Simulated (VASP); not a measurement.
Here is a VASP 6.6.1 calculation.

File INCAR:

```
PREC     = Accurate       # precision mode
ENCUT    = 520            # plane-wave cutoff, eV
EDIFF    = 1E-8           # SCF threshold, eV
ISMEAR   = -1             # smearing method
SIGMA    = 0.02           # smearing width, eV
LREAL    = F              # projectors in reciprocal space
LASPH    = T              # aspherical terms in the spheres
NELM     = 100            # most SCF steps
ALGO     = Normal         # electronic algorithm
ISIF     = 2              # what is computed and relaxed
LWAVE    = F              # write WAVECAR
LCHARG   = F              # write CHGCAR
GGA      = PE             # functional
LEFG     = T            
NBANDS   = 15             # bands
```

File KPOINTS:

```
Automatic mesh
0
Gamma
  8 8 8
```

POSCAR

```
SrO
1.0
   -0.0770940000      2.5312530000      2.5312530000
    2.5312530000     -0.0770940000      2.5312530000
    2.5312530000      2.5312530000     -0.0770940000
Sr O
1 1
Direct
    0.0000000000      0.0000000000      0.0000000000
    0.5000000000      0.5000000000      0.5000000000
```

Potentials or basis: VASP PAW PBE potentials, release 64 (Sr_sv, O).

Launch:

```sh
$ cat potpaw_PBE.64/Sr_sv/POTCAR potpaw_PBE.64/O/POTCAR > POTCAR
$ mpirun -np 1 vasp_std > vasp.out
```

What does it give for the band gap on the k mesh?

3.19 eV, indirect (least direct gap 3.30 eV).

What does it give for the pressure?

3.5 GPa.

Electric field gradients, principal values (V/Å²):
| atom | least | middle | greatest (by size) |
| --- | --- | --- | --- |
| 1 Sr | -11.088 | -11.088 | 22.177 |
| 2 O | 1.291 | 1.291 | -2.582 |

Caveat: the cell differs from its parent crystal (equal xy, yz and zx shear strains of -3 %); without QUAD_EFG the Cq values of the log hold for a quadrupole moment of 1 mb, not for the nuclei. A k mesh can miss the band edges.
